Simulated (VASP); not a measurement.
# SiC in VASP: notebook

Runs on SiC. Level: r2SCAN. Tasks: single point.

Everything below comes from runs of VASP 6.6.1. Logs are shortened: lines on timing, memory, paths and dates and some standing lists are left out, and cuts for length are marked.

### Step 1. The cell of the first run

The structure is cubic, space group F-43m (No. 216). The conventional cell has a = 4.574 Å, b = 4.574 Å, c = 4.574 Å, α = 90.00°, β = 90.00°, γ = 90.00°. Si (site symmetry -43m) has 4 C at 1.98 Å within 2.6 Å. C (site symmetry -43m) has 4 Si at 1.98 Å within 2.6 Å.

### Step 2. Single point, r2SCAN (strain +0.050 along x and y, +0.050 along z)

POSCAR

```
SiC
1.0
    0.0000000000      2.2870522348      2.2870522348
    2.2870522348      0.0000000000      2.2870522348
    2.2870522348      2.2870522348      0.0000000000
Si C
1 1
Direct
    0.0000000000      0.0000000000      0.0000000000
    0.7500000000      0.7500000000      0.7500000000
```

INCAR.step1

```
PREC = Accurate
ENCUT = 520
ISMEAR = 0
SIGMA = 0.05
LREAL = False
LASPH = True
NELM = 80
NBANDS = 11
GGA = PE
ALGO = Normal
EDIFF = 1E-4
LWAVE = True
LCHARG = False
```

INCAR.step2

```
PREC = Accurate
ENCUT = 520
EDIFF = 1E-6
ISMEAR = 0
SIGMA = 0.05
LREAL = False
LASPH = True
NELM = 80
ALGO = Normal
ISIF = 2
LWAVE = False
LCHARG = False
METAGGA = R2SCAN
LMIXTAU = True
NBANDS = 11
ISTART = 1
```

KPOINTS

```
regular mesh
0
Gamma
  10 10 10
```

Potentials or basis: VASP PAW PBE potentials, release 64 (Si, C).

The run is started by

```
cat potpaw_PBE.64/Si/POTCAR potpaw_PBE.64/C/POTCAR > POTCAR
cp INCAR.step1 INCAR
mpirun -np 1 vasp_std > vasp.out
cp INCAR.step2 INCAR
mpirun -np 1 vasp_std > vasp.out
```

OUTCAR:

```text
PREC = Accurate
   ENCUT = 520
   EDIFF = 1E-6
   ISMEAR = 0
   LREAL = False
   LASPH = True
   NELM = 80
   ISIF = 2
   METAGGA = R2SCAN
   ISTART = 1

 ion  position               nearest neighbor table
   1  0.000  0.000  0.000-   2 1.98   2 1.98   2 1.98   2 1.98
   2  0.750  0.750  0.750-   1 1.98   1 1.98   1 1.98   1 1.98

  LATTYP: Found a face centered cubic cell.
 ALAT       =     4.5741044696

  Lattice vectors:

 A1 = (   0.0000000000,   2.2870522348,   2.2870522348)
 A2 = (   2.2870522348,   0.0000000000,   2.2870522348)
 A3 = (   2.2870522348,   2.2870522348,   0.0000000000)

Analysis of symmetry for initial positions (statically):
=====================================================================
 Subroutine PRICEL returns:
 Original cell was already a primitive cell.

 Routine SETGRP: Setting up the symmetry group for a
 face centered cubic supercell.

 Subroutine GETGRP returns: Found 24 space group operations
 (whereof 24 operations were pure point group operations)
 out of a pool of 48 trial point group operations.

The static configuration has the point symmetry T_d .

Analysis of symmetry for dynamics (positions and initial velocities):
=====================================================================
 Subroutine PRICEL returns:
 Original cell was already a primitive cell.

 Routine SETGRP: Setting up the symmetry group for a
 face centered cubic supercell.

 Subroutine GETGRP returns: Found 24 space group operations
 (whereof 24 operations were pure point group operations)
 out of a pool of 48 trial point group operations.

The dynamic configuration has the point symmetry T_d .

 Subroutine INISYM returns: Found 24 space group operations
 (whereof 24 operations are pure point group operations),
 and found     1 'primitive' translations

----------------------------------------------------------------------------------------

                                     Primitive cell

  volume of cell :      23.9253

  direct lattice vectors                    reciprocal lattice vectors
     0.000000000  2.287052235  2.287052235    -0.218622029  0.218622029  0.218622029
     2.287052235  0.000000000  2.287052235     0.218622029 -0.218622029  0.218622029
     2.287052235  2.287052235  0.000000000     0.218622029  0.218622029 -0.218622029

  length of vectors
     3.234380288  3.234380288  3.234380288     0.378664462  0.378664462  0.378664462

  position of ions in fractional coordinates (direct lattice)
     0.000000000  0.000000000  0.000000000
[... 86 lines left out ...]
   POTIM  = 0.5000    time-step for ionic-motion
   TEBEG  =    0.0;   TEEND  =   0.0 temperature during run
   PSTRESS=    0.0 pullay stress
   NELECT =       8.0000    total number of electrons
   NUPDOWN=      -1.0000    fix difference up-down
   EMIN   =  10.00;   EMAX   =-10.00  energy-range for DOS
   EFERMI =   0.00;   METHOD = LEGACY
   ISMEAR =     0;   SIGMA  =   0.05  broadening in eV -4-tet -1-fermi 0-gaus
   EFERMI_NEDOS =   21; number of points for ismear=-14 and -15
   IALGO  =     38    algorithm
   IMIX   =      4    mixing-type and parameters
     AMIX     =   0.40;   BMIX     =  1.00
     AMIX_MAG =   1.60;   BMIX_MAG =  1.00
  volume/ion in A,a.u.               =      11.96        80.73
  Fermi-wavevector in a.u.,A,eV,Ry     =   1.136280  2.147258 17.566924  1.291133
  Thomas-Fermi vector in A             =   2.272985
   LORBIT       =      0    0 simple, 1 ext, 2 COOP (PROOUT), +10 PAW based schemes
   METAGGA = R2SCAN    functional components
   LHFCALC =     F    Hartree Fock is set to
   AEXX    =    0.0000 exact exchange contribution
   IVDW    =     0    specifies the selected vdW correction
   LEPSILON=     F    determine dielectric tensor
   LRPA    =     F    only Hartree local field effects (RPA)
 non-spin polarized calculation
 Gauss-broadening in eV      SIGMA  =   0.05
  energy-cutoff  :      520.00
  volume of cell :       23.93
 maximum number of plane-waves:       656
   NGX = 13   NGY = 13   NGZ = 13

 number of electron       7.9999999 magnetization

 Free energy of the ion-electron system (eV)
  ---------------------------------------------------
  ext. energy  EPLUGINS =         0.00000000
  ---------------------------------------------------
  free energy    TOTEN  =       -19.03959312 eV

  energy without entropy =      -19.03959312  energy(sigma->0) =      -19.03959312

 E-fermi :   6.7244     XC(G=0): -11.2950

 val. band max:        6.4410515443   @ k =   0.0000   0.0000   0.0000
 cond. band min:       8.2417823155   @ k =   0.5000   0.5000   0.0000
 fundamental gap:      1.8007307712
 Fermi energy:         6.7243709670

 k-point     1 :       0.0000    0.0000    0.0000
  band No.  band energies     occupation
      1      -8.6304      2.00000
      2       6.4411      2.00000
      3       6.4411      2.00000
      4       6.4411      2.00000
      5      11.4749      0.00000
      6      13.2793      0.00000
      7      13.2793      0.00000
      8      13.2793      0.00000
      9      20.7989      0.00000
     10      20.7989      0.00000
     11      21.9455      0.00000
[... 309 lines left out ...]
 k-point    24 :       0.4000    0.3000    0.0000
  band No.  band energies     occupation
      1      -5.7776      2.00000
      2       0.7541      2.00000
      3       3.4578      2.00000
      4       3.9243      2.00000
      5       9.5651      0.00000
      6      11.9474      0.00000
      7      17.3689      0.00000
      8      17.8307      0.00000
      9      19.5636      0.00000
     10      24.1748      0.00000
     11      26.5589      0.00000

 [... further k-points ...]

------------------------ aborting loop because EDIFF is reached ----------------------------------------

  FORCE on cell =-STRESS in cart. coord.  units (eV):
  Direction    XX          YY          ZZ          XY          YZ          ZX
  --------------------------------------------------------------------------------------
  -------------------------------------------------------------------------------------
  Total       -3.7286949     -3.7286949     -3.7286949     -0.0000000     -0.0000000      0.0000000
  in kB     -249.6946224   -249.6946224   -249.6946224     -0.0000000     -0.0000000      0.0000000
  external PRESSURE =    -249.6946224 kB  Pullay stress =       0.0000000 kB

 VOLUME and BASIS-vectors are now :
 -----------------------------------------------------------------------------
  energy-cutoff  :      520.00
  volume of cell :       23.93
      direct lattice vectors                 reciprocal lattice vectors
     0.000000000  2.287052235  2.287052235    -0.218622029  0.218622029  0.218622029
     2.287052235  0.000000000  2.287052235     0.218622029 -0.218622029  0.218622029
     2.287052235  2.287052235  0.000000000     0.218622029  0.218622029 -0.218622029

 POSITION                                       TOTAL-FORCE (eV/Angst)
 -----------------------------------------------------------------------------------
      0.00000      0.00000      0.00000        -0.000000     -0.000000     -0.000000
      3.43058      3.43058      3.43058         0.000000      0.000000      0.000000
 -----------------------------------------------------------------------------------
    total drift:                               -0.000001     -0.000001     -0.000001

  FREE ENERGIE OF THE ION-ELECTRON SYSTEM (eV)
  ---------------------------------------------------
  free  energy   TOTEN  =       -19.0395931207 eV

  energy  without entropy=      -19.0395931207  energy(sigma->0) =      -19.03959312
```

OUTCAR.step1:

```text
PREC = Accurate
   ENCUT = 520
   ISMEAR = 0
   LREAL = False
   LASPH = True
[... 557 lines left out ...]
      0.00000      0.00000      0.00000        -0.000000     -0.000000     -0.000000
      3.43058      3.43058      3.43058         0.000000      0.000000      0.000000
 -----------------------------------------------------------------------------------
    total drift:                               -0.000000     -0.000000     -0.000000

  FREE ENERGIE OF THE ION-ELECTRON SYSTEM (eV)
  ---------------------------------------------------
  free  energy   TOTEN  =       -14.8439956211 eV

  energy  without entropy=      -14.8439956211  energy(sigma->0) =      -14.84399562
```

OSZICAR.step1:

```text
N       E                     dE             d eps       ncg     rms          rms(c)
DAV:   1     0.419056319596E+01    0.41906E+01   -0.38450E+03  1074   0.604E+02
DAV:   2    -0.156596251578E+02   -0.19850E+02   -0.18682E+02  1318   0.105E+02
DAV:   3    -0.163309515934E+02   -0.67133E+00   -0.67004E+00  1271   0.163E+01
DAV:   4    -0.163339502926E+02   -0.29987E-02   -0.29985E-02  1195   0.140E+00
DAV:   5    -0.163339663044E+02   -0.16012E-04   -0.16012E-04  1262   0.953E-02    0.746E+00
DAV:   6    -0.148645046374E+02    0.14695E+01   -0.62970E+00  1145   0.105E+01    0.320E+00
DAV:   7    -0.148503354437E+02    0.14169E-01   -0.23886E-01  1229   0.293E+00    0.155E+00
DAV:   8    -0.148437880809E+02    0.65474E-02   -0.17808E-02  1166   0.889E-01    0.171E-01
DAV:   9    -0.148438533192E+02   -0.65238E-04   -0.20203E-03  1319   0.237E-01    0.107E-01
DAV:  10    -0.148439919836E+02   -0.13866E-03   -0.31733E-04  1105   0.104E-01    0.268E-02
DAV:  11    -0.148439956211E+02   -0.36376E-05   -0.59401E-05   616   0.380E-02
   1 F= -.14843996E+02 E0= -.14843996E+02  d E =-.292745E-11
```

It took 31 s on 1 thread of Intel Xeon 8259CL, shared host; peak memory 0.14 GiB.

Results:

```
Free energy            : -19.0396 eV
Pressure               : -25.0 GPa
Band gap on the k mesh : 1.80 eV, indirect (least direct gap 4.85 eV)
```

Levels at points of the mesh, in eV from the valence-band top:
```
           k point  band 2  band 3  band 4  band 5  band 6  band 7
(0.00, 0.00, 0.00)    0.00    0.00    0.00    5.03    6.84    6.84
(0.50, 0.00, 0.00)   -8.07   -1.07   -1.07    4.64    7.13    7.13
(0.50, 0.50, 0.00)   -7.63   -3.05   -3.05    1.80    4.28   13.37
```

Caveat: the cell differs from its parent crystal (strain +0.050 along x and y, +0.050 along z); the PAW data sets were made with another functional, which shifts forces and pressure a little. A k mesh can miss the band edges.

### Step 3. Single point, r2SCAN (strain -0.050 along x and y, -0.025 along z)

POSCAR

```
SiC
1.0
    0.0000000000      2.0692377362      2.1236913609
    2.0692377362      0.0000000000      2.1236913609
    2.0692377362      2.0692377362      0.0000000000
Si C
1 1
Direct
    0.0000000000      0.0000000000      0.0000000000
    0.7500000000      0.7500000000      0.7500000000
```

INCAR.step1

```
SYSTEM = SiC
  PREC = Accurate
  ENCUT = 520
  ISMEAR = 0
  SIGMA = 0.05
  LREAL = .False.
  LASPH = .True.
  NELM = 60
  NBANDS = 11
  GGA = PE
  ALGO = Normal
  EDIFF = 1E-4
  LWAVE = .True.
  LCHARG = .False.
```

INCAR.step2

```
SYSTEM = SiC
  PREC = Accurate
  ENCUT = 520
  EDIFF = 1E-6
  ISMEAR = 0
  SIGMA = 0.05
  LREAL = .False.
  LASPH = .True.
  NELM = 60
  ALGO = Normal
  ISIF = 2
  LWAVE = .False.
  LCHARG = .False.
  METAGGA = R2SCAN
  LMIXTAU = .True.
  NBANDS = 11
  ISTART = 1
```

KPOINTS

```
regular mesh
0
Gamma
  10 10 10
  0 0 0
```

Potentials or basis: VASP PAW PBE potentials, release 64 (Si, C).

The run is started by

```
cat potpaw_PBE.64/Si/POTCAR potpaw_PBE.64/C/POTCAR > POTCAR
cp INCAR.step1 INCAR
mpirun -np 1 vasp_std > vasp.out
cp INCAR.step2 INCAR
mpirun -np 1 vasp_std > vasp.out
```

OUTCAR:

```text
SYSTEM = SiC
   PREC = Accurate
   ENCUT = 520
   EDIFF = 1E-6
   ISMEAR = 0
   LREAL = .False.
   LASPH = .True.
   NELM = 60
   ISIF = 2
   METAGGA = R2SCAN
   ISTART = 1

 ion  position               nearest neighbor table
   1  0.000  0.000  0.000-   2 1.81   2 1.81   2 1.81   2 1.81
   2  0.750  0.750  0.750-   1 1.81   1 1.81   1 1.81   1 1.81

  LATTYP: Found a body centered tetragonal cell.
 ALAT       =     2.9263440703
 C/A-ratio  =     1.4514297088

  Lattice vectors:

 A1 = (  -2.0692377362,   0.0000000000,   2.1236913609)
 A2 = (   2.0692377362,   0.0000000000,   2.1236913609)
 A3 = (   0.0000000000,   2.0692377362,  -2.1236913609)

Analysis of symmetry for initial positions (statically):
=====================================================================
 Subroutine PRICEL returns:
 Original cell was already a primitive cell.

 Routine SETGRP: Setting up the symmetry group for a
 body centered tetragonal supercell.

 Subroutine GETGRP returns: Found  8 space group operations
 (whereof  8 operations were pure point group operations)
 out of a pool of 16 trial point group operations.

The static configuration has the point symmetry D_2d.

[... 172 lines left out ...]
      3       9.5570      2.00000
      4       9.5570      2.00000
      5      17.9674      0.00000
      6      18.3494      0.00000
      7      18.3494      0.00000
      8      18.4092      0.00000
      9      25.0399      0.00000
     10      25.9917      0.00000
     11      28.2496      0.00000
[... 309 lines left out ...]
 k-point    24 :       0.4000    0.3000    0.0000
  band No.  band energies     occupation
      1      -4.2597      2.00000
      2       3.3314      2.00000
      3       6.0538      2.00000
      4       6.7439      2.00000
      5      13.0291      0.00000
      6      16.5626      0.00000
      7      23.4813      0.00000
      8      23.7578      0.00000
      9      25.8574      0.00000
     10      30.0711      0.00000
     11      33.8856      0.00000

 [... further k-points ...]

------------------------ aborting loop because EDIFF is reached ----------------------------------------

  FORCE on cell =-STRESS in cart. coord.  units (eV):
  Direction    XX          YY          ZZ          XY          YZ          ZX
  --------------------------------------------------------------------------------------
  -------------------------------------------------------------------------------------
  Total        4.4661883      4.4661883      3.5781444      0.0000000      0.0000000      0.0000000
  in kB      393.4643965    393.4643965    315.2290782      0.0000000      0.0000000      0.0000000
  external PRESSURE =     367.3859571 kB  Pullay stress =       0.0000000 kB

 VOLUME and BASIS-vectors are now :
 -----------------------------------------------------------------------------
  energy-cutoff  :      520.00
  volume of cell :       18.19
      direct lattice vectors                 reciprocal lattice vectors
     0.000000000  2.069237736  2.123691361    -0.241634874  0.241634874  0.235439108
     2.069237736  0.000000000  2.123691361     0.241634874 -0.241634874  0.235439108
     2.069237736  2.069237736  0.000000000     0.241634874  0.241634874 -0.235439108

 POSITION                                       TOTAL-FORCE (eV/Angst)
 -----------------------------------------------------------------------------------
      0.00000      0.00000      0.00000         0.000000      0.000000      0.000000
      3.10386      3.10386      3.18554        -0.000000     -0.000000     -0.000000
 -----------------------------------------------------------------------------------
    total drift:                               -0.000000     -0.000000     -0.000001

  FREE ENERGIE OF THE ION-ELECTRON SYSTEM (eV)
  ---------------------------------------------------
  free  energy   TOTEN  =       -19.0628913409 eV

  energy  without entropy=      -19.0628913409  energy(sigma->0) =      -19.06289134
```

OSZICAR.step1:

```text
N       E                     dE             d eps       ncg     rms          rms(c)
DAV:   1     0.375631374898E+01    0.37563E+01   -0.41849E+03  2356   0.625E+02
DAV:   2    -0.164187505817E+02   -0.20175E+02   -0.19230E+02  2789   0.113E+02
DAV:   3    -0.169842351044E+02   -0.56548E+00   -0.56447E+00  2762   0.155E+01
DAV:   4    -0.169860320571E+02   -0.17970E-02   -0.17969E-02  2577   0.111E+00
DAV:   5    -0.169860385368E+02   -0.64797E-05   -0.64796E-05  2804   0.622E-02    0.103E+01
DAV:   6    -0.148450010011E+02    0.21410E+01   -0.67252E+00  2502   0.123E+01    0.470E+00
DAV:   7    -0.147468584578E+02    0.98143E-01   -0.57282E-01  2678   0.426E+00    0.205E+00
DAV:   8    -0.147380823903E+02    0.87761E-02   -0.22008E-02  2550   0.100E+00    0.170E-01
DAV:   9    -0.147381943716E+02   -0.11198E-03   -0.13111E-03  2806   0.219E-01    0.118E-01
DAV:  10    -0.147382827801E+02   -0.88409E-04   -0.16771E-04  2472   0.836E-02
   1 F= -.14738283E+02 E0= -.14738283E+02  d E =-.115817E-13
```

Run time: 66 s. Hardware: 1 thread of Intel Xeon 8259CL, shared host; peak memory 0.15 GiB.

Results:

```yaml
Free_energy: -19.0629 eV
Pressure: 36.7 GPa
Band_gap_on_the_k_mesh: 1.48 eV, indirect (least direct gap 5.18 eV)
```

Levels at points of the mesh, in eV from the valence-band top:
```tsv
k point	band 1	band 2	band 3	band 4	band 5	band 6	band 7	band 8
(0.00, 0.00, 0.00)	-17.31	-0.20	0.00	0.00	8.41	8.79	8.79	8.85
(0.50, 0.00, 0.00)	-13.18	-9.63	-1.38	-1.01	7.07	8.19	8.51	11.70
(0.50, 0.50, 0.00)	-11.74	-8.80	-3.43	-3.43	1.75	5.62	16.82	16.82
(0.50, 0.00, 0.50)	-11.49	-8.43	-3.77	-3.73	1.48	5.13	16.15	17.18
```

Caveat: the cell differs from its parent crystal (strain -0.050 along x and y, -0.025 along z); the PAW data sets were made with another functional, which shifts forces and pressure a little. A k mesh can miss the band edges.

[end of part 1 of 2]
